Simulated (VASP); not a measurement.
# HC18F in VASP: a series of runs

Runs on HC18F. Level: PBE. Tasks: single point.

All numbers are computed with VASP 6.6.1; they aren't measurements. Logs are shortened: lines on timing, memory, paths and dates and some standing lists are left out, and cuts for length are marked.

## Step 1: The cell of the first run

The cell holds a slab with vacuum, 20 atoms: a = 7.398 Å, b = 7.398 Å, c = 12.000 Å, α = 90.00°, β = 90.00°, γ = 120.00°.

## Step 2: Single point, PBE

INCAR

```
SYSTEM = HC18F
  PREC = Accurate
  ENCUT = 520
  EDIFF = 1E-6
  ISMEAR = 0
  SIGMA = 0.02
  LREAL = Auto
  LASPH = .TRUE.
  NELM = 100
  ALGO = Normal
  ISIF = 2
  LWAVE = .FALSE.
  LCHARG = .FALSE.
  GGA = PE
  NBANDS = 56
```

KPOINTS

```
regular mesh
0
G
  2 2 1
  0 0 0
```

POSCAR

```
HC18F
1.0
    7.3980000000      0.0000000000      0.0000000000
   -3.6990000000      6.4068560000      0.0000000000
    0.0000000000      0.0000000000     12.0000000000
C F H
18 1 1
Direct
   -0.0235699596     -0.0090442176      0.0755185833
    0.1960431143      0.1009267260      0.0753335833
   -0.0250481732      0.3223156569      0.0761460833
    0.1978712595      0.4336989937      0.0756629167
   -0.0259473332      0.6571015487      0.0754574167
    0.1983849591      0.7691978718      0.0754605000
    0.3082020368     -0.0111806789      0.0753464167
    0.5307763238      0.1001171245      0.0753655000
    0.3074363463      0.3236837226      0.0753803333
    0.5317177411      0.4358637060      0.0753445000
    0.3097516118      0.6578981953      0.0755101667
    0.5293356994      0.7675675870      0.0754787500
    0.6404241455     -0.0098435176      0.0755531667
    0.8648854053      0.1021914649      0.0759333333
    0.6429348665      0.3244758428      0.0753719167
    0.8625404743      0.4345159311      0.0756001667
    0.6415324413      0.6554809410      0.0754500000
    0.8641412314      0.7667590781      0.0754273333
    0.9463048112      0.2557872379      0.3447422500
    0.9476840759      0.2565011606      0.2665832500
```

Potentials or basis: VASP PAW PBE potentials, release 64 (C, F, H).

Run with:

```console
$ cat potpaw_PBE.64/C/POTCAR potpaw_PBE.64/F/POTCAR potpaw_PBE.64/H/POTCAR > POTCAR
$ mpirun -np 1 vasp_std > vasp.out
```

OUTCAR:

```text
SYSTEM = HC18F
   PREC = Accurate
   ENCUT = 520
   EDIFF = 1E-6
   ISMEAR = 0
   LREAL = Auto
   LASPH = .TRUE.
   NELM = 100
   ISIF = 2
   GGA = PE

 ion  position               nearest neighbor table
   1  0.976  0.991  0.076-   2 1.41  14 1.43  18 1.44
   2  0.196  0.101  0.075-   1 1.41   9 1.43   7 1.44
   3  0.975  0.322  0.076-  14 1.41   4 1.43  16 1.44
   4  0.198  0.434  0.076-   9 1.41   3 1.43  11 1.44
   5  0.974  0.657  0.075-  18 1.41  16 1.43   6 1.44
   6  0.198  0.769  0.075-   7 1.41  11 1.43   5 1.44
[... 10 lines left out ...]
  17  0.642  0.655  0.075-  10 1.41  18 1.43  12 1.44
  18  0.864  0.767  0.075-   5 1.41  17 1.43   1 1.44
  19  0.946  0.256  0.345-  20 0.94
  20  0.948  0.257  0.267-  19 0.94

  LATTYP: Found a hexagonal cell.
 ALAT       =     7.3980000000
 C/A-ratio  =     1.6220600162

  Lattice vectors:

 A1 = (   7.3980000000,   0.0000000000,   0.0000000000)
 A2 = (  -3.6990000000,   6.4068560000,   0.0000000000)
 A3 = (   0.0000000000,   0.0000000000,  12.0000000000)

Analysis of symmetry for initial positions (statically):
=====================================================================
 Subroutine PRICEL returns:
 Original cell was already a primitive cell.

 Routine SETGRP: Setting up the symmetry group for a
 hexagonal supercell.

 Subroutine GETGRP returns: Found  1 space group operations
 (whereof  1 operations were pure point group operations)
 out of a pool of 24 trial point group operations.

The static configuration has the point symmetry C_1 .

Analysis of symmetry for dynamics (positions and initial velocities):
=====================================================================
 Subroutine PRICEL returns:
 Original cell was already a primitive cell.

 Routine SETGRP: Setting up the symmetry group for a
 hexagonal supercell.

 Subroutine GETGRP returns: Found  1 space group operations
 (whereof  1 operations were pure point group operations)
 out of a pool of 24 trial point group operations.

The dynamic configuration has the point symmetry C_1 .

 Subroutine INISYM returns: Found  1 space group operations
 (whereof  1 operations are pure point group operations),
 and found     1 'primitive' translations

----------------------------------------------------------------------------------------

                                     Primitive cell

  volume of cell :     568.7750

  direct lattice vectors                    reciprocal lattice vectors
     7.398000000  0.000000000  0.000000000     0.135171668  0.078041398  0.000000000
    -3.699000000  6.406856000  0.000000000     0.000000000  0.156082796  0.000000000
     0.000000000  0.000000000 12.000000000     0.000000000  0.000000000  0.083333333

  length of vectors
     7.398000000  7.398000054 12.000000000     0.156082797  0.156082796  0.083333333

  position of ions in fractional coordinates (direct lattice)
     0.976430040  0.990955782  0.075518583
     0.196043114  0.100926726  0.075333583
     0.974951827  0.322315657  0.076146083
     0.197871259  0.433698994  0.075662917
     0.974052667  0.657101549  0.075457417
     0.198384959  0.769197872  0.075460500
[... 12 lines left out ...]
     0.946304811  0.255787238  0.344742250
     0.947684076  0.256501161  0.266583250

  ion indices of the primitive-cell ions
   primitive index   ion index
                 1           1
                 2           2
                 3           3
                 4           4
                 5           5
                 6           6
[... 12 lines left out ...]
                19          19
                20          20

----------------------------------------------------------------------------------------

 KPOINTS: regular mesh

Automatic generation of k-mesh.
 Grid dimensions read from file:
 generate k-points for:    2    2    1

 Generating k-lattice:

  Cartesian coordinates                     Fractional coordinates (reciprocal lattice)
     0.067585834  0.039020699  0.000000000     0.500000000  0.000000000  0.000000000
     0.000000000  0.078041398  0.000000000     0.000000000  0.500000000  0.000000000
     0.000000000  0.000000000  0.083333333     0.000000000  0.000000000  1.000000000

  Length of vectors
     0.078041399  0.078041398  0.083333333

  Shift w.r.t. Gamma in fractional coordinates (k-lattice)
     0.000000000  0.000000000  0.000000000

 Subroutine IBZKPT returns following result:
 ===========================================

 Found      4 irreducible k-points:

 Following reciprocal coordinates:
            Coordinates               Weight
  0.000000  0.000000  0.000000      1.000000
  0.500000  0.000000  0.000000      1.000000
  0.000000  0.500000  0.000000      1.000000
  0.500000  0.500000  0.000000      1.000000
   k-points           NKPTS =      4   k-points in BZ     NKDIM =      4   number of bands    NBANDS=     56
   number of dos      NEDOS =    301   number of ions     NIONS =     20
   total plane-waves  NPLWV = 282240
   dimension x,y,z NGX =    56 NGY =   56 NGZ =   90
   dimension x,y,z NGXF=   112 NGYF=  112 NGZF=  180
   ions per type =              18   1   1
   NGX,Y,Z   is equivalent  to a cutoff of  12.58, 12.58, 12.47 a.u.
   NGXF,Y,Z  is equivalent  to a cutoff of  25.17, 25.17, 24.94 a.u.
 SYSTEM =  HC18F
   PREC   = accura    normal or accurate (medium, high low for compatibility)
   ISTART =      0    job   : 0-new  1-cont  2-samecut
   ICHARG =      2    charge: 1-file 2-atom 10-const
   ISPIN  =      1    spin polarized calculation?
   LNONCOLLINEAR =      F non collinear calculations
   LSORBIT =      F    spin-orbit coupling
   LASPH  =      T    aspherical Exc in radial PAW
   ENCUT  =  520.0 eV  38.22 Ry    6.18 a.u.  13.76 13.76 22.31*2*pi/ulx,y,z
   NELM   =    100;   NELMIN=  2; NELMDL= -5     # of ELM steps
   EDIFF  = 0.1E-05   stopping-criterion for ELM
   LREAL  =      T    real-space projection
   EDIFFG = 0.1E-04   stopping-criterion for IOM
   NSW    =      0    number of steps for IOM
   IBRION =     -1    ionic relax: 0-MD 1-quasi-New 2-CG
   NFREE  =      0    steps in history (QN), initial steepest desc. (CG)
   ISIF   =      2    stress and relaxation
   ISYM   =      2    0-nonsym 1-usesym 2-fastsym
   POTIM  = 0.5000    time-step for ionic-motion
   TEBEG  =    0.0;   TEEND  =   0.0 temperature during run
   PSTRESS=    0.0 pullay stress
   NELECT =      80.0000    total number of electrons
   NUPDOWN=      -1.0000    fix difference up-down
   EMIN   =  10.00;   EMAX   =-10.00  energy-range for DOS
   EFERMI =   0.00;   METHOD = LEGACY
   ISMEAR =     0;   SIGMA  =   0.02  broadening in eV -4-tet -1-fermi 0-gaus
   EFERMI_NEDOS =   21; number of points for ismear=-14 and -15
   IALGO  =     38    algorithm
   IMIX   =      4    mixing-type and parameters
     AMIX     =   0.40;   BMIX     =  1.00
     AMIX_MAG =   1.60;   BMIX_MAG =  1.00
  volume/ion in A,a.u.               =      28.44       191.91
  Fermi-wavevector in a.u.,A,eV,Ry     =   0.851382  1.608879  9.862209  0.724852
  Thomas-Fermi vector in A             =   1.967507
   LORBIT       =      0    0 simple, 1 ext, 2 COOP (PROOUT), +10 PAW based schemes
   GGA     = PE    functional components
   LHFCALC =     F    Hartree Fock is set to
   AEXX    =    0.0000 exact exchange contribution
   IVDW    =     0    specifies the selected vdW correction
   LEPSILON=     F    determine dielectric tensor
   LRPA    =     F    only Hartree local field effects (RPA)
 non-spin polarized calculation
 Gauss-broadening in eV      SIGMA  =   0.02
  energy-cutoff  :      520.00
  volume of cell :      568.78
 maximum number of plane-waves:     15363
 NGX is ok and might be reduce to    56
   NGX = 27   NGY = 27   NGZ = 45

 number of electron      79.9999994 magnetization

 Free energy of the ion-electron system (eV)
  ---------------------------------------------------
  ext. energy  EPLUGINS =         0.00000000
  ---------------------------------------------------
  free energy    TOTEN  =      -173.56988585 eV

  energy without entropy =     -173.56988585  energy(sigma->0) =     -173.56988585

 E-fermi :  -2.0357     XC(G=0):  -3.9624

 val. band max:       -2.1340521563   @ k =   0.0000   0.0000   0.0000
 cond. band min:      -1.9400794811   @ k =   0.0000   0.0000   0.0000
 fundamental gap:      0.1939726752
 Fermi energy:        -2.0357344441

 k-point     1 :       0.0000    0.0000    0.0000
  band No.  band energies     occupation
      1     -27.0263      2.00000
      2     -21.5625      2.00000
      3     -19.0691      2.00000
      4     -19.0284      2.00000
      5     -19.0036      2.00000
      6     -18.9780      2.00000
[... 44 lines left out ...]
     51       3.5038      0.00000
     52       4.1958      0.00000

 k-point     2 :       0.5000    0.0000    0.0000
  band No.  band energies     occupation
      1     -27.0263      2.00000
      2     -20.9244      2.00000
      3     -20.8927      2.00000
      4     -19.6622      2.00000
      5     -19.5684      2.00000
      6     -17.1809      2.00000
[... 44 lines left out ...]
     51       4.0948      0.00000
     52       4.2809      0.00000

 k-point     3 :       0.0000    0.5000    0.0000
  band No.  band energies     occupation
      1     -27.0263      2.00000
      2     -20.9246      2.00000
      3     -20.8925      2.00000
      4     -19.6545      2.00000
      5     -19.5766      2.00000
      6     -17.1709      2.00000
[... 44 lines left out ...]
     51       4.0909      0.00000
     52       4.2647      0.00000

 k-point     4 :       0.5000    0.5000    0.0000
  band No.  band energies     occupation
      1     -27.0263      2.00000
      2     -20.9245      2.00000
      3     -20.8926      2.00000
      4     -19.6632      2.00000
      5     -19.5673      2.00000
      6     -17.1826      2.00000
[... 44 lines left out ...]
     51       4.0957      0.00000
     52       4.2847      0.00000
 [bands above 52 left out]

------------------------ aborting loop because EDIFF is reached ----------------------------------------

  FORCE on cell =-STRESS in cart. coord.  units (eV):
  Direction    XX          YY          ZZ          XY          YZ          ZX
  --------------------------------------------------------------------------------------
  -------------------------------------------------------------------------------------
  Total        1.6036834      1.6029589      0.0680714      0.0053451      0.0050624     -0.0030058
  in kB        4.5174015      4.5153606      0.1917498      0.0150566      0.0142603     -0.0084671
  external PRESSURE =       3.0748373 kB  Pullay stress =       0.0000000 kB

 VOLUME and BASIS-vectors are now :
 -----------------------------------------------------------------------------
  energy-cutoff  :      520.00
  volume of cell :      568.78
      direct lattice vectors                 reciprocal lattice vectors
     7.398000000  0.000000000  0.000000000     0.135171668  0.078041398  0.000000000
    -3.699000000  6.406856000  0.000000000     0.000000000  0.156082796  0.000000000
     0.000000000  0.000000000 12.000000000     0.000000000  0.000000000  0.083333333

 POSITION                                       TOTAL-FORCE (eV/Angst)
 -----------------------------------------------------------------------------------
      3.55808      6.34891      0.90622        -0.011925     -0.015676      0.002546
      1.07700      0.64662      0.90400         0.020386      0.001920     -0.000591
      6.02045      2.06503      0.91375        -0.012434      0.003622      0.001714
     -0.14040      2.77865      0.90796        -0.007967      0.013939     -0.000788
      4.77542      4.20995      0.90549         0.014059     -0.001678      0.002586
     -1.37761      4.92814      0.90553        -0.004469     -0.012069     -0.005563
[... 12 lines left out ...]
      6.05461      1.63879      4.13691        -0.002253     -0.003447      0.304093
      6.06217      1.64337      3.19900         0.000830     -0.000255     -0.299555
 -----------------------------------------------------------------------------------
    total drift:                                0.014571      0.019070     -0.061993

  FREE ENERGIE OF THE ION-ELECTRON SYSTEM (eV)
  ---------------------------------------------------
  free  energy   TOTEN  =      -173.5698858460 eV

  energy  without entropy=     -173.5698858460  energy(sigma->0) =     -173.56988585
```

It took 4.9 min on 1 thread of Intel Xeon Platinum 8259CL at 2.50GHz (Skylake/Cascade Lake), shared host; peak memory 0.6 GiB.

Results:

```
Free energy            : -173.5699 eV
Largest force          : 0.304 eV/Å
Band gap on the k mesh : 0.19 eV
```

Forces in eV/Å, atoms in the order of the input:
```
C   -0.012 -0.016  0.003
C    0.020  0.002 -0.001
C   -0.012  0.004  0.002
C   -0.008  0.014 -0.001
C    0.014 -0.002  0.003
C   -0.004 -0.012 -0.006
C   -0.012  0.008 -0.001
C   -0.005  0.018  0.000
C    0.022 -0.001 -0.005
C   -0.010 -0.013  0.003
C   -0.011 -0.008  0.002
C    0.015  0.005 -0.001
C    0.021  0.002 -0.002
C   -0.011 -0.014  0.003
C   -0.006 -0.014 -0.005
C    0.018 -0.004  0.000
C   -0.004  0.016  0.000
C   -0.014  0.020  0.002
F   -0.002 -0.003  0.304
H    0.001  0.000 -0.300
```

Caveat: the k points lie up to 0.49 Å⁻¹ apart.

## Step 3: Single point, PBE

INCAR

```
SYSTEM = HC18F
PREC = Accurate
ENCUT = 520
EDIFF = 1E-6
ISMEAR = 0
SIGMA = 0.02
LREAL = Auto
LASPH = .True.
NELM = 80
ALGO = Normal
ISIF = 2
LWAVE = .False.
LCHARG = .False.
GGA = PE
NBANDS = 56
```

KPOINTS

```
Automatic mesh
0
Gamma
  2 2 1
  0 0 0
```

POSCAR

```
HC18F
1.0
    7.3980000000      0.0000000000      0.0000000000
   -3.6990000000      6.4068560000      0.0000000000
    0.0000000000      0.0000000000     12.0000000000
C F H
18 1 1
Direct
   -0.0094677266     -0.0045850882      0.0742320000
    0.2102780700      0.1054693597      0.0739590833
   -0.0117760561      0.3278690827      0.0745081667
    0.2128881740      0.4400434472      0.0742177500
   -0.0108119013      0.6633840373      0.0738802500
    0.2115248152      0.7745243533      0.0738996667
    0.3214014542     -0.0057207467      0.0737150833
    0.5458045536      0.1065104319      0.0734518333
    0.3225379532      0.3299637139      0.0739483333
    0.5448468887      0.4411655264      0.0737205000
    0.3238208461      0.6623540470      0.0739593333
    0.5435552630      0.7720872765      0.0738636667
    0.6554961688     -0.0035824123      0.0737753333
    0.8780791615      0.1076243949      0.0745090000
    0.6570421170      0.3289644718      0.0734674167
    0.8768093368      0.4390431126      0.0738052500
    0.6547194587      0.6609252651      0.0738920000
    0.8791924728      0.7731135209      0.0739609167
    0.8299102762      0.2146261755      0.3379385833
    0.8741255035      0.2185827183      0.2642954167
```

Potentials or basis: VASP PAW PBE potentials, release 64 (C, F, H).

Run with:

```console
$ cat potpaw_PBE.64/C/POTCAR potpaw_PBE.64/F/POTCAR potpaw_PBE.64/H/POTCAR > POTCAR
$ mpirun -np 1 vasp_std > vasp.out
```

OUTCAR:

```text
SYSTEM = HC18F
   PREC = Accurate
   ENCUT = 520
   EDIFF = 1E-6
   ISMEAR = 0
   LREAL = Auto
   LASPH = .True.
   NELM = 80
   ISIF = 2
   GGA = PE

 ion  position               nearest neighbor table
   1  0.991  0.995  0.074-   2 1.41  18 1.42  14 1.44
   2  0.210  0.105  0.074-   1 1.41   7 1.42   9 1.44
   3  0.988  0.328  0.075-  14 1.41  16 1.43   4 1.44
   4  0.213  0.440  0.074-   9 1.41  11 1.42   3 1.44
   5  0.989  0.663  0.074-  18 1.41   6 1.42  16 1.44
[... 450 lines left out ...]
  Total        1.6047156      1.5952920      0.1027401      0.0008708     -0.0065582     -0.0325079
  in kB        4.5203090      4.4937636      0.2894076      0.0024528     -0.0184738     -0.0915712
  external PRESSURE =       3.1011601 kB  Pullay stress =       0.0000000 kB

 VOLUME and BASIS-vectors are now :
 -----------------------------------------------------------------------------
  energy-cutoff  :      520.00
  volume of cell :      568.78
      direct lattice vectors                 reciprocal lattice vectors
     7.398000000  0.000000000  0.000000000     0.135171668  0.078041398  0.000000000
    -3.699000000  6.406856000  0.000000000     0.000000000  0.156082796  0.000000000
     0.000000000  0.000000000 12.000000000     0.000000000  0.000000000  0.083333333

 POSITION                                       TOTAL-FORCE (eV/Angst)
 -----------------------------------------------------------------------------------
      3.64592      6.37748      0.89078         0.001802     -0.004580     -0.000937
      1.16551      0.67573      0.88751         0.014938     -0.003077     -0.005086
      6.09809      2.10061      0.89410        -0.010073      0.010202      0.002417
     -0.05277      2.81929      0.89061        -0.007846      0.011365      0.001852
      4.86416      4.25021      0.88656         0.009161      0.001869      0.002575
     -1.30011      4.96227      0.88680        -0.005929     -0.005050     -0.001176
[... 12 lines left out ...]
      5.34577      1.37508      4.05526        -0.086167     -0.006116      0.288507
      5.65824      1.40043      3.17155         0.104817      0.005473     -0.271684
 -----------------------------------------------------------------------------------
    total drift:                               -0.003155      0.007627     -0.042580

  FREE ENERGIE OF THE ION-ELECTRON SYSTEM (eV)
  ---------------------------------------------------
  free  energy   TOTEN  =      -173.5657679840 eV

  energy  without entropy=     -173.5657679840  energy(sigma->0) =     -173.56576798
```

It took 5.3 min on 1 thread of Intel Xeon Platinum 8259CL at 2.50GHz (Skylake/Cascade Lake), shared host; peak memory 0.6 GiB.

What came out:

| Item | Value |
| --- | --- |
| Free energy | -173.5658 eV |
| Largest force | 0.301 eV/Å |
| Band gap on the k mesh | 0.20 eV |

Forces in eV/Å, atoms in the order of the input:
```
C    0.002 -0.005 -0.001
C    0.015 -0.003 -0.005
C   -0.010  0.010  0.002
C   -0.008  0.011  0.002
C    0.009  0.002  0.003
C   -0.006 -0.005 -0.001
C   -0.008  0.013 -0.002
C   -0.005  0.015  0.000
C    0.006  0.006  0.000
C   -0.003 -0.004  0.000
C   -0.004 -0.012 -0.001
C    0.005 -0.008  0.002
C    0.009  0.007  0.000
C   -0.007 -0.017 -0.012
C   -0.004 -0.010  0.001
C    0.003 -0.006  0.000
C   -0.007  0.004 -0.003
C   -0.007  0.003 -0.003
F   -0.086 -0.006  0.289
H    0.105  0.005 -0.272
```

Caveat: the k points lie up to 0.49 Å⁻¹ apart.

(Part 1 of 2 ends here.)
